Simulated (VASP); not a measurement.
Runs of VASP 6.6.1 on WS2. The structure is trigonal, space group R3m (No. 160). The conventional cell has a = 3.158 Å, b = 3.158 Å, c = 18.490 Å, α = 90.00°, β = 90.00°, γ = 120.00°. Within 3.2 Å of W (site symmetry 3m) lie 6 S at 2.39 to 2.42 Å and 6 W at 3.16 Å. S (site symmetry 3m) has 3 W at 2.39 Å and 7 S at 3.13 to 3.16 Å within 3.2 Å. S (site symmetry 3m) has 3 W at 2.42 Å and 7 S at 3.13 to 3.16 Å within 3.2 Å. 

```csv
level,spin,U,gap on the mesh (eV),pressure (GPa),moment (μB),largest force (eV/Å)
r2SCAN+U,collinear,W d U = 2.0 eV,(b),4.5,0.00,0.63
r2SCAN,collinear,-,(a),2.8,0.00,0.62
PBEsol+U,collinear,W d U = 6.0 eV,1.13,4.8,0.00,0.86
PBEsol,collinear,-,1.11,-0.5,0.00,0.60
PBEsol+U,off,W d U = 6.0 eV,1.13,4.8,-,0.86
```

Alike in all rows: task single point; potentials or basis VASP PAW PBE potentials, release 64 (W_sv, S); cell as given; k mesh 7 × 7 × 7; cutoff (eV) 520; smearing gaussian 0.05 eV.

Q: Fill in the values left out.

A: (a) 1.26; (b) 1.27.

Caveats: the PAW data sets were made with another functional, which shifts forces and pressure a little; spin-orbit coupling is left out, which moves the levels of the heavy elements; an odd mesh through Γ misses points on the zone boundary, where band edges can lie; the cell stands under pressure (at least some runs).

A k mesh can miss the band edges, and the runs leave out spin-orbit coupling on W.
